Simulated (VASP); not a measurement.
PbO, 4 atoms in the cell. The structure is hexagonal, space group P6_3/mmc (No. 194). Conventional cell: a = 4.240 Å, b = 4.240 Å, c = 5.243 Å, α = 90.00°, β = 90.00°, γ = 120.00°. Within 3.2 Å of Pb (site symmetry -6m2) lie 5 O at 2.45 to 2.62 Å. O (site symmetry -6m2) has 5 Pb at 2.45 to 2.62 Å within 3.2 Å. 

| Property | Result |
| --- | --- |
| Program | VASP 6.6.1 |
| Task | vibrations by perturbation theory |
| Functional | PBEsol |
| Potentials or basis | VASP PAW PBE potentials, release 64 (Pb_d, O) |
| Cutoff | 520 eV |
| k mesh | 6 × 6 × 4 |
| Occupations | gaussian, width 0.01 eV |
| Spin | no spin polarisation |
| Dipole correction | no |
| Further INCAR settings | ALGO = Normal; EDIFF = 1e-08; NBANDS = 28; IBRION = 8; NSW = 1 |

Potentials or basis: VASP PAW PBE potentials, release 64 (Pb_d, O).

Launch:

```sh
$ cat potpaw_PBE.64/Pb_d/POTCAR potpaw_PBE.64/O/POTCAR > POTCAR
$ mpirun -np 1 vasp_std > vasp.out
```

Hardware: 1 thread of Intel(R) Xeon(R) Platinum 8488C (Sapphire Rapids) (shared host).

How long does it take, and how much memory?

It took 9.5 min on 1 thread of Intel(R) Xeon(R) Platinum 8488C (Sapphire Rapids), on a shared host, peak memory 0.49 GiB. Counts: scf iterations 215, k points 21.
